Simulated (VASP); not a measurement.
A run of VASP 6.6.1:

Contents of INCAR:

```
PREC = Accurate ; ENCUT = 520
EDIFF = 1E-6 ; ISMEAR = 0
SIGMA = 0.02 ; LREAL = F
LASPH = T ; NELM = 60
ALGO = Normal ; ISIF = 2
LWAVE = F ; LCHARG = F
GGA = PE ; NBANDS = 48
```

Contents of KPOINTS:

```
regular mesh
0
Gamma
  12 12 2
```

POSCAR

```
GaO
1.0
    3.1050994117      0.0000000000      0.0000000000
   -1.5525497058      2.6890949718      0.0000000000
    0.0000000000      0.0000000000     13.8555742269
Ga O
4 4
Direct
    0.3333333333      0.6666666667      0.1595966274
    0.6666666667      0.3333333333      0.6595966274
    0.3333333333      0.6666666667      0.3404033726
    0.6666666667      0.3333333333      0.8404033726
    0.3333333333      0.6666666667      0.6071013801
    0.6666666667      0.3333333333      0.1071013801
    0.3333333333      0.6666666667      0.8928986199
    0.6666666667      0.3333333333      0.3928986199
```

Potentials or basis: VASP PAW PBE potentials, release 64 (Ga_d, O).

Launch:

```console
$ cat potpaw_PBE.64/Ga_d/POTCAR potpaw_PBE.64/O/POTCAR > POTCAR
$ mpirun -np 1 vasp_std > vasp.out
```

Hardware: 1 thread of Intel Xeon 8259CL (shared host).

**Question.** Estimate the wall time of this run.

**Answer.** Run time: 5.2 min on 1 thread of Intel Xeon 8259CL, with other jobs on the host, peak memory 0.32 GiB. Counts: scf iterations 14, k points 38.
